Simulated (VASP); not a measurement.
The system is CsSnBr3.

```
Cs Sn Br
1.0
     5.83901    0.00000    0.00000
     0.00000    5.83901    0.00000
     0.00000    0.00000    5.83901
Cs Sn Br
1 1 3
Cartesian
  0.0000 0.0000 0.0000
  2.9195 2.9195 2.9195
  2.9195 0.0000 2.9195
  2.9195 2.9195 0.0000
  0.0000 2.9195 2.9195
```

| Quantity | Value |
| --- | --- |
| Program | VASP 6.6.1 |
| Task | relaxation of cell and atoms |
| Functional | PBEsol |
| Potentials or basis | VASP PAW PBE potentials, release 64 (Cs_sv, Sn_d, Br) |
| Cutoff | 500 eV |
| k mesh | 6 × 6 × 6 |
| Occupations | gaussian, width 0.02 eV |
| Spin | no spin polarisation |

At the start: pressure -0.8 GPa; volume 39.81 Å³/atom.

Q: How do energy, volume and symmetry change on relaxing?

A: Over 3 steps the energy falls by 3.7 meV/atom and the volume is 38.35 Å³/atom (-3.7 %); space group Pm-3m (No. 221, to 0.05 Å).

Step by step:
```tsv
step	energy change (eV)	largest force (eV/Å)	pressure (GPa)	volume (Å³)
1	0.0000	0.0000	-0.78	199.07
2	-0.0172	0.0000	-0.21	193.58
3	-0.0184	0.0000	0.00	191.75
```

Final structure:
```
CELL_PARAMETERS angstrom
5.76653 0.00000 0.00000
0.00000 5.76653 0.00000
0.00000 0.00000 5.76653
ATOMIC_POSITIONS crystal
Cs 0.00000 0.00000 0.00000
Sn 0.50000 0.50000 0.50000
Br 0.50000 0.00000 0.50000
Br 0.50000 0.50000 0.00000
Br 0.00000 0.50000 0.50000
```

Caveat: the PAW data sets were made with another functional, which shifts forces and pressure a little.
